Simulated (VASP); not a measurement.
A run of VASP 6.6.1:

File INCAR:

```
SYSTEM = SiC
PREC = Accurate
ENCUT = 600
EDIFF = 1E-7
ISMEAR = -1
SIGMA = 0.05
LREAL = .False.
LASPH = .True.
NELM = 120
ALGO = Normal
ISIF = 3
LWAVE = .False.
LCHARG = .False.
GGA = RE
IVDW = 13
IBRION = 2
NSW = 80
EDIFFG = -0.01
GGA_COMPAT = .False.
NELMIN = 4
```

The input KPOINTS:

```
Automatic mesh
0
Gamma
  10 10 10
  0 0 0
```

Contents of POSCAR:

```
SiC
1.0
    0.0000000000      2.1790000000      2.1790000000
    2.1790000000      0.0000000000      2.1790000000
    2.1790000000      2.1790000000      0.0000000000
Si C
1 1
Direct
    0.0000000000      0.0000000000      0.0000000000
    0.7500000000      0.7500000000      0.7500000000
```

Potentials or basis: VASP PAW PBE potentials, release 64 (Si, C).

The run is started by

```console
$ cat potpaw_PBE.64/Si/POTCAR potpaw_PBE.64/C/POTCAR > POTCAR
$ mpirun -np 1 vasp_std > vasp.out
```

Hardware: 1 thread of AMD EPYC 7R43 64-Core Processor (Zen 3) (shared host).

Problem. How long does it take, and how much memory?

Solution. Wall time 39 s on 1 thread of AMD EPYC 7R43 64-Core Processor (Zen 3) (shared host), peak memory 0.12 GiB. Counts: scf iterations 30, k points 47, ion steps 3.
